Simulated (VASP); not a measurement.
# Li27H26I (a cell with a defect) in VASP: single point with PBE

Aim: the single point of Li27H26I (a cell with a defect) with PBE.

All numbers are computed with VASP 6.6.1; they aren't measurements. Logs are shortened: lines on timing, memory, paths and dates and some standing lists are left out, and cuts for length are marked.

## 1. The cell of the first run

The cell holds a defect, 54 atoms: a = 8.522 Å, b = 8.522 Å, c = 8.522 Å, α = 60.00°, β = 60.00°, γ = 60.00°.

## 2. Single point, PBE

INCAR reads:

```
SYSTEM = Li27H26I
PREC = Accurate
ENCUT = 520
EDIFF = 1E-6
ISMEAR = -1
SIGMA = 0.01
LREAL = Auto
LASPH = .TRUE.
NELM = 80
ALGO = Normal
ISIF = 2
LWAVE = .FALSE.
LCHARG = .FALSE.
GGA = PE
NBANDS = 90
```

KPOINTS reads:

```
Automatic mesh
0
G
  3 3 3
  0 0 0
```

POSCAR reads:

```
Li27H26I
1.0
    0.0000000000      6.0258581757      6.0258581757
    6.0258581757      0.0000000000      6.0258581757
    6.0258581757      6.0258581757      0.0000000000
Li I H
27 1 26
Direct
   -0.0005277226     -0.0005277226     -0.0005277226
   -0.0319338176     -0.0319338176      0.3652671510
   -0.0005277226     -0.0005277226      0.6682498346
   -0.0319338176      0.3652671510     -0.0319338176
   -0.0319338176      0.3652671510      0.3652671510
    0.0015933962      0.3317399372      0.6666666667
   -0.0005277226      0.6682498346     -0.0005277226
    0.0015933962      0.6666666667      0.3317399372
    0.0015933962      0.6666666667      0.6666666667
    0.3652671510     -0.0319338176     -0.0319338176
    0.3652671510     -0.0319338176      0.3652671510
    0.3317399372      0.0015933962      0.6666666667
    0.3652671510      0.3652671510     -0.0319338176
    0.3338610560      0.3338610560      0.3338610560
    0.3338610560      0.3338610560      0.6650834988
    0.3317399372      0.6666666667      0.0015933962
    0.3338610560      0.6650834988      0.3338610560
    0.3317399372      0.6666666667      0.6666666667
    0.6682498346     -0.0005277226     -0.0005277226
    0.6666666667      0.0015933962      0.3317399372
    0.6666666667      0.0015933962      0.6666666667
    0.6666666667      0.3317399372      0.0015933962
    0.6650834988      0.3338610560      0.3338610560
    0.6666666667      0.3317399372      0.6666666667
    0.6666666667      0.6666666667      0.0015933962
    0.6666666667      0.6666666667      0.3317399372
    0.6666666667      0.6666666667      0.6666666667
    0.1666666667      0.1666666667      0.1666666667
    0.1666666667      0.1666666667      0.5142666928
    0.1666666667      0.1666666667      0.8190666405
    0.1666666667      0.5142666928      0.1666666667
    0.1646712773      0.5006651298      0.5006651298
    0.1666666667      0.5142666928      0.8190666405
    0.1666666667      0.8190666405      0.1666666667
    0.1666666667      0.8190666405      0.5142666928
    0.1686620561      0.8326682035      0.8326682035
    0.5142666928      0.1666666667      0.1666666667
    0.5006651298      0.1646712773      0.5006651298
    0.5142666928      0.1666666667      0.8190666405
    0.5006651298      0.5006651298      0.1646712773
    0.5006651298      0.5006651298      0.5006651298
    0.5090371740      0.5090371740      0.8242961594
    0.5142666928      0.8190666405      0.1666666667
    0.5090371740      0.8242961594      0.5090371740
    0.5090371740      0.8242961594      0.8242961594
    0.8190666405      0.1666666667      0.1666666667
    0.8190666405      0.1666666667      0.5142666928
    0.8326682035      0.1686620561      0.8326682035
    0.8190666405      0.5142666928      0.1666666667
    0.8242961594      0.5090371740      0.5090371740
    0.8242961594      0.5090371740      0.8242961594
    0.8326682035      0.8326682035      0.1686620561
    0.8242961594      0.8242961594      0.5090371740
    0.8326682035      0.8326682035      0.8326682035
```

Potentials or basis: VASP PAW PBE potentials, release 64 (Li_sv, I, H).

Command:

```sh
$ cat potpaw_PBE.64/Li_sv/POTCAR potpaw_PBE.64/I/POTCAR potpaw_PBE.64/H/POTCAR > POTCAR
$ mpirun -np 1 vasp_std > vasp.out
```

OUTCAR:

```text
SYSTEM = Li27H26I
   PREC = Accurate
   ENCUT = 520
   EDIFF = 1E-6
   ISMEAR = -1
   LREAL = Auto
   LASPH = .TRUE.
   NELM = 80
   ISIF = 2
   GGA = PE

 ion  position               nearest neighbor table
   1  0.999  0.999  0.999-
   2  0.968  0.968  0.365-  53 1.73  28 2.39   8 2.58  20 2.58   9 2.58  21 2.58
   3  0.999  0.999  0.668-
   4  0.968  0.365  0.968-  51 1.73  28 2.39   6 2.58  22 2.58   9 2.58  25 2.58
   5  0.968  0.365  0.365-  50 1.73  28 2.39  24 2.58  26 2.58   6 2.58   8 2.58
   6  0.002  0.332  0.667-   4 2.58   5 2.58
   7  0.999  0.668  0.999-
   8  0.002  0.667  0.332-   2 2.58   5 2.58
   9  0.002  0.667  0.667-   2 2.58   4 2.58
  10  0.365  0.968  0.968-  45 1.73  28 2.39  12 2.58  16 2.58  21 2.58  25 2.58
  11  0.365  0.968  0.365-  44 1.73  28 2.39  18 2.58  26 2.58  20 2.58  12 2.58
  12  0.332  0.002  0.667-  10 2.58  11 2.58
  13  0.365  0.365  0.968-  42 1.73  28 2.39  18 2.58  24 2.58  22 2.58  16 2.58
  14  0.334  0.334  0.334-
  15  0.334  0.334  0.665-
  16  0.332  0.667  0.002-  10 2.58  13 2.58
  17  0.334  0.665  0.334-
  18  0.332  0.667  0.667-  11 2.58  13 2.58
  19  0.668  0.999  0.999-
  20  0.667  0.002  0.332-   2 2.58  11 2.58
  21  0.667  0.002  0.667-   2 2.58  10 2.58
  22  0.667  0.332  0.002-   4 2.58  13 2.58
[... 15 lines left out ...]
  38  0.501  0.165  0.501-
  39  0.514  0.167  0.819-
  40  0.501  0.501  0.165-
  41  0.501  0.501  0.501-
  42  0.509  0.509  0.824-  13 1.73
  43  0.514  0.819  0.167-
  44  0.509  0.824  0.509-  11 1.73
  45  0.509  0.824  0.824-  10 1.73
  46  0.819  0.167  0.167-
  47  0.819  0.167  0.514-
  48  0.833  0.169  0.833-
  49  0.819  0.514  0.167-
  50  0.824  0.509  0.509-   5 1.73
  51  0.824  0.509  0.824-   4 1.73
  52  0.833  0.833  0.169-
  53  0.824  0.824  0.509-   2 1.73
  54  0.833  0.833  0.833-

  LATTYP: Found a face centered cubic cell.
 ALAT       =    12.0517163514

  Lattice vectors:

 A1 = (   0.0000000000,   6.0258581757,   6.0258581757)
 A2 = (   6.0258581757,   0.0000000000,   6.0258581757)
 A3 = (   6.0258581757,   6.0258581757,   0.0000000000)

Analysis of symmetry for initial positions (statically):
=====================================================================
 Subroutine PRICEL returns:
 Original cell was already a primitive cell.

 Routine SETGRP: Setting up the symmetry group for a
 face centered cubic supercell.

 Subroutine GETGRP returns: Found 48 space group operations
 (whereof  6 operations were pure point group operations)
 out of a pool of 48 trial point group operations.

The static configuration has the point symmetry C_3v.
 The point group associated with its full space group is O_h .

Analysis of symmetry for dynamics (positions and initial velocities):
=====================================================================
 Subroutine PRICEL returns:
 Original cell was already a primitive cell.

 Routine SETGRP: Setting up the symmetry group for a
 face centered cubic supercell.

 Subroutine GETGRP returns: Found 48 space group operations
 (whereof  6 operations were pure point group operations)
 out of a pool of 48 trial point group operations.

The dynamic configuration has the point symmetry C_3v.
 The point group associated with its full space group is O_h .

 Subroutine INISYM returns: Found 48 space group operations
 (whereof  6 operations are pure point group operations),
 and found     1 'primitive' translations

----------------------------------------------------------------------------------------

                                     Primitive cell

  volume of cell :     437.6095

  direct lattice vectors                    reciprocal lattice vectors
     0.000000000  6.025858176  6.025858176    -0.082975733  0.082975733  0.082975733
     6.025858176  0.000000000  6.025858176     0.082975733 -0.082975733  0.082975733
     6.025858176  6.025858176  0.000000000     0.082975733  0.082975733 -0.082975733

  length of vectors
     8.521850357  8.521850357  8.521850357     0.143718186  0.143718186  0.143718186

  position of ions in fractional coordinates (direct lattice)
     0.999472277  0.999472277  0.999472277
     0.968066182  0.968066182  0.365267151
     0.999472277  0.999472277  0.668249835
     0.968066182  0.365267151  0.968066182
     0.968066182  0.365267151  0.365267151
     0.001593396  0.331739937  0.666666667
[... 46 lines left out ...]
     0.824296159  0.824296159  0.509037174
     0.832668203  0.832668203  0.832668203

  ion indices of the primitive-cell ions
   primitive index   ion index
                 1           1
                 2           2
                 3           3
                 4           4
                 5           5
                 6           6
[... 46 lines left out ...]
                53          53
                54          54

----------------------------------------------------------------------------------------

 KPOINTS: Automatic mesh

Automatic generation of k-mesh.
 Grid dimensions read from file:
 generate k-points for:    3    3    3

 Generating k-lattice:

  Cartesian coordinates                     Fractional coordinates (reciprocal lattice)
    -0.027658578  0.027658578  0.027658578     0.333333333  0.000000000  0.000000000
     0.027658578 -0.027658578  0.027658578     0.000000000  0.333333333  0.000000000
     0.027658578  0.027658578 -0.027658578     0.000000000  0.000000000  0.333333333

  Length of vectors
     0.047906062  0.047906062  0.047906062

  Shift w.r.t. Gamma in fractional coordinates (k-lattice)
     0.000000000  0.000000000  0.000000000

 Subroutine IBZKPT returns following result:
 ===========================================

 Found      4 irreducible k-points:

 Following reciprocal coordinates:
            Coordinates               Weight
  0.000000  0.000000  0.000000      1.000000
  0.333333  0.000000  0.000000      8.000000
  0.333333  0.333333  0.000000      6.000000
 -0.333333  0.333333  0.000000     12.000000
   k-points           NKPTS =      4   k-points in BZ     NKDIM =      4   number of bands    NBANDS=     90
   number of dos      NEDOS =    301   number of ions     NIONS =     54
   total plane-waves  NPLWV = 262144
   dimension x,y,z NGX =    64 NGY =   64 NGZ =   64
   dimension x,y,z NGXF=   128 NGYF=  128 NGZF=  128
   ions per type =              27   1  26
   NGX,Y,Z   is equivalent  to a cutoff of  12.49, 12.49, 12.49 a.u.
   NGXF,Y,Z  is equivalent  to a cutoff of  24.97, 24.97, 24.97 a.u.
 SYSTEM =  Li27H26I
   PREC   = accura    normal or accurate (medium, high low for compatibility)
   ISTART =      0    job   : 0-new  1-cont  2-samecut
   ICHARG =      2    charge: 1-file 2-atom 10-const
   ISPIN  =      1    spin polarized calculation?
   LNONCOLLINEAR =      F non collinear calculations
   LSORBIT =      F    spin-orbit coupling
   LASPH  =      T    aspherical Exc in radial PAW
   ENCUT  =  520.0 eV  38.22 Ry    6.18 a.u.  15.84 15.84 15.84*2*pi/ulx,y,z
   NELM   =     80;   NELMIN=  2; NELMDL= -5     # of ELM steps
   EDIFF  = 0.1E-05   stopping-criterion for ELM
   LREAL  =      T    real-space projection
   EDIFFG = 0.1E-04   stopping-criterion for IOM
   NSW    =      0    number of steps for IOM
   IBRION =     -1    ionic relax: 0-MD 1-quasi-New 2-CG
   NFREE  =      0    steps in history (QN), initial steepest desc. (CG)
   ISIF   =      2    stress and relaxation
   ISYM   =      2    0-nonsym 1-usesym 2-fastsym
   POTIM  = 0.5000    time-step for ionic-motion
   TEBEG  =    0.0;   TEEND  =   0.0 temperature during run
   PSTRESS=    0.0 pullay stress
   NELECT =     114.0000    total number of electrons
   NUPDOWN=      -1.0000    fix difference up-down
   EMIN   =  10.00;   EMAX   =-10.00  energy-range for DOS
   EFERMI =   0.00;   METHOD = LEGACY
   ISMEAR =    -1;   SIGMA  =   0.01  broadening in eV -4-tet -1-fermi 0-gaus
   EFERMI_NEDOS =   21; number of points for ismear=-14 and -15
   IALGO  =     38    algorithm
   IMIX   =      4    mixing-type and parameters
     AMIX     =   0.40;   BMIX     =  1.00
     AMIX_MAG =   1.60;   BMIX_MAG =  1.00
  volume/ion in A,a.u.               =       8.10        54.69
  Fermi-wavevector in a.u.,A,eV,Ry     =   1.045557  1.975815 14.873734  1.093189
  Thomas-Fermi vector in A             =   2.180357
   LORBIT       =      0    0 simple, 1 ext, 2 COOP (PROOUT), +10 PAW based schemes
   GGA     = PE    functional components
   LHFCALC =     F    Hartree Fock is set to
   AEXX    =    0.0000 exact exchange contribution
   IVDW    =     0    specifies the selected vdW correction
   LEPSILON=     F    determine dielectric tensor
   LRPA    =     F    only Hartree local field effects (RPA)
 non-spin polarized calculation
  energy-cutoff  :      520.00
  volume of cell :      437.61
 maximum number of plane-waves:     11806
   NGX = 31   NGY = 31   NGZ = 31

 number of electron     113.9999998 magnetization

 Free energy of the ion-electron system (eV)
  ---------------------------------------------------
  ext. energy  EPLUGINS =         0.00000000
  ---------------------------------------------------
  free energy    TOTEN  =      -160.94627736 eV

  energy without entropy =     -160.94627736  energy(sigma->0) =     -160.94627736

 E-fermi :   0.9753     XC(G=0):  -8.7455

 val. band max:        0.6498070192   @ k =  -0.3333   0.3333   0.0000
 cond. band min:       4.1203023264   @ k =  -0.3333   0.3333   0.0000
 fundamental gap:      3.4704953072
 Fermi energy:         0.9753020177

 k-point     1 :       0.0000    0.0000    0.0000
  band No.  band energies     occupation
      1     -43.7914      2.00000
      2     -43.7870      2.00000
      3     -43.7870      2.00000
      4     -43.7870      2.00000
      5     -43.7847      2.00000
      6     -43.7847      2.00000
[... 277 lines left out ...]
     68       6.1168      0.00000
     69       6.2619      0.00000
 [bands above 69 left out]

------------------------ aborting loop because EDIFF is reached ----------------------------------------

  FORCE on cell =-STRESS in cart. coord.  units (eV):
  Direction    XX          YY          ZZ          XY          YZ          ZX
  --------------------------------------------------------------------------------------
  -------------------------------------------------------------------------------------
  Total       12.0883503     12.0883503     12.0883503     -0.0000000      0.0000000     -0.0000000
  in kB       44.2579104     44.2579104     44.2579104     -0.0000000      0.0000000     -0.0000000
  external PRESSURE =      44.2579104 kB  Pullay stress =       0.0000000 kB

 VOLUME and BASIS-vectors are now :
 -----------------------------------------------------------------------------
  energy-cutoff  :      520.00
  volume of cell :      437.61
      direct lattice vectors                 reciprocal lattice vectors
     0.000000000  6.025858176  6.025858176    -0.082975733  0.082975733  0.082975733
     6.025858176  0.000000000  6.025858176     0.082975733 -0.082975733  0.082975733
     6.025858176  6.025858176  0.000000000     0.082975733  0.082975733 -0.082975733

 POSITION                                       TOTAL-FORCE (eV/Angst)
 -----------------------------------------------------------------------------------
     12.04536     12.04536     12.04536        -0.002722     -0.002722     -0.002722
      8.03448      8.03448     11.66686         0.000000      0.000000     -0.006086
     10.04946     10.04946     12.04536         0.002722      0.002722     -0.002722
      8.03448     11.66686      8.03448         0.000000     -0.006086     -0.000000
      4.40210      8.03448      8.03448         0.006086      0.000000     -0.000000
      6.01626      4.02684      2.00862        -0.003446      0.003446     -0.000000
[... 46 lines left out ...]
      8.03448      8.03448      9.93418         0.000000      0.000000     -0.009240
     10.03508     10.03508     10.03508         0.000530      0.000530      0.000530
 -----------------------------------------------------------------------------------
    total drift:                                0.000080      0.000080      0.000079

  FREE ENERGIE OF THE ION-ELECTRON SYSTEM (eV)
  ---------------------------------------------------
  free  energy   TOTEN  =      -160.9462773645 eV

  energy  without entropy=     -160.9462773645  energy(sigma->0) =     -160.94627736
```

Run time: 10 min. Hardware: 1 thread of Oxide Virtual Turin-like, shared host; peak memory 0.56 GiB.

What came out:

* Free energy: -160.9463 eV
* Largest force: 0.009 eV/Å
* Band gap on the k mesh: 3.47 eV

Forces in eV/Å, atoms in the order of the input:
```
Li  -0.003 -0.003 -0.003
Li   0.000  0.000 -0.006
Li   0.003  0.003 -0.003
Li   0.000 -0.006  0.000
Li   0.006  0.000  0.000
Li  -0.003  0.003  0.000
Li   0.003 -0.003  0.003
Li  -0.003  0.000  0.003
Li   0.000  0.003  0.003
Li  -0.006  0.000  0.000
Li   0.000  0.006  0.000
Li   0.003 -0.003  0.000
Li   0.000  0.000  0.006
Li   0.003  0.003  0.003
Li  -0.003 -0.003  0.003
Li   0.003  0.000 -0.003
Li  -0.003  0.003 -0.003
Li   0.000 -0.003 -0.003
Li  -0.003  0.003  0.003
Li   0.000 -0.003  0.003
Li   0.003  0.000  0.003
Li   0.000  0.003 -0.003
Li   0.003 -0.003 -0.003
Li  -0.003  0.000 -0.003
Li   0.003  0.003  0.000
Li  -0.003 -0.003  0.000
Li   0.000  0.000  0.000
I    0.000  0.000  0.000
H   -0.002 -0.002  0.000
H    0.002  0.002  0.000
H   -0.002  0.000 -0.002
H   -0.001  0.001  0.001
H    0.000  0.002 -0.002
H    0.002  0.000  0.002
H    0.000 -0.002  0.002
H    0.001 -0.001 -0.001
H    0.000 -0.002 -0.002
H    0.001 -0.001  0.001
H    0.002  0.000 -0.002
H    0.001  0.001 -0.001
H   -0.001 -0.001 -0.001
H    0.000  0.000  0.009
H    0.002 -0.002  0.000
H    0.000  0.009  0.000
H   -0.009  0.000  0.000
H    0.000  0.002  0.002
H   -0.002  0.000  0.002
H   -0.001  0.001 -0.001
H   -0.002  0.002  0.000
H    0.009  0.000  0.000
H    0.000 -0.009  0.000
H   -0.001 -0.001  0.001
H    0.000  0.000 -0.009
H    0.001  0.001  0.001
```

Caveat: the cutoff is under 1.25 times the usual one of these potentials, so pressure, stress and relaxed cells hold a basis-set (Pulay) error; spin-orbit coupling is left out, which moves the levels of the heavy elements.
